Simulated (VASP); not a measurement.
Sn5C:

```
C Sn
1.0
     4.19679    0.00000    0.00000
    -2.09840    3.63453    0.00000
     0.00000    0.00000   10.28000
C Sn
1 5
Direct
  0.00000 0.00000 0.00000
  0.66667 0.33333 0.66667
  0.33333 0.66667 0.33333
  0.66667 0.33333 0.91667
  0.33333 0.66667 0.58333
  0.00000 0.00000 0.25000
```

- Program: VASP 6.6.1
- Task: relaxation of cell and atoms
- Functional: PBE
- Potentials or basis: VASP PAW PBE potentials, release 64 (C, Sn_d)
- Cutoff: 600 eV
- k mesh: 6 × 6 × 2
- Occupations: fermi-dirac, width 0.02 eV
- Spin: no spin polarisation

At the start: pressure 12.6 GPa; volume 26.13 Å³/atom.

Where does the relaxation end?

Over 23 steps the energy falls by 424.8 meV/atom and the volume is 29.60 Å³/atom (+13.3 %); space group P3m1 (No. 156, to 0.1 Å) before and after.

Step by step:
| step | energy change (eV) | largest force (eV/Å) | pressure (GPa) | volume (Å³) |
| --- | --- | --- | --- | --- |
| 1 | 0.0000 | 4.3257 | 12.61 | 156.80 |
| 2 | -1.5433 | 1.3161 | -4.22 | 208.26 |
| 3 | -1.7102 | 1.8188 | -1.81 | 192.71 |
| 4 | -2.0377 | 1.4752 | -1.24 | 187.56 |
| 5 | -2.2966 | 1.3337 | 2.00 | 175.80 |
| 6 | -2.3269 | 0.8294 | 0.40 | 180.01 |
| 7 | -2.3394 | 0.8463 | 0.84 | 178.64 |
| 8 | -2.4638 | 0.7167 | -0.06 | 180.93 |
| 9 | -2.4767 | 0.6699 | -0.37 | 181.93 |
| 10 | -2.5335 | 0.2375 | -0.34 | 180.44 |
| 11 | -2.5384 | 0.2503 | -0.34 | 179.93 |
| 12 | -2.5457 | 0.1616 | 0.08 | 176.92 |
| 13 | -2.5477 | 0.0807 | -0.05 | 177.87 |
| 14 | -2.5484 | 0.0457 | 0.05 | 177.50 |
| 15 | -2.5485 | 0.0353 | 0.08 | 177.38 |
| 16 | -2.5488 | 0.0261 | -0.04 | 177.76 |
| 17 | -2.5488 | 0.0291 | -0.03 | 177.71 |
| 18 | -2.5488 | 0.0120 | -0.01 | 177.65 |
| 19 | -2.5488 | 0.0116 | -0.02 | 177.65 |
| 20 | -2.5488 | 0.0050 | 0.03 | 177.53 |
| 21 | -2.5488 | 0.0078 | 0.01 | 177.58 |
| 22 | -2.5488 | 0.0084 | 0.01 | 177.62 |
| 23 | -2.5488 | 0.0039 | 0.02 | 177.61 |

Final structure:
```cif
data_structure
_symmetry_space_group_name_H-M 'P 1'
_symmetry_Int_Tables_number 1
_cell_length_a 4.2992
_cell_length_b 4.2992
_cell_length_c 11.0959
_cell_angle_alpha 90.000
_cell_angle_beta 90.000
_cell_angle_gamma 120.000
_cell_volume 177.61
loop_
_atom_site_label
_atom_site_type_symbol
_atom_site_fract_x
_atom_site_fract_y
_atom_site_fract_z
_atom_site_occupancy
C1 C 0.00000 0.00000 0.00153 1
Sn1 Sn 0.66667 0.33333 0.69382 1
Sn2 Sn 0.33333 0.66667 0.32044 1
Sn3 Sn 0.66667 0.33333 0.95766 1
Sn4 Sn 0.33333 0.66667 0.57687 1
Sn5 Sn 0.00000 0.00000 0.19968 1
```
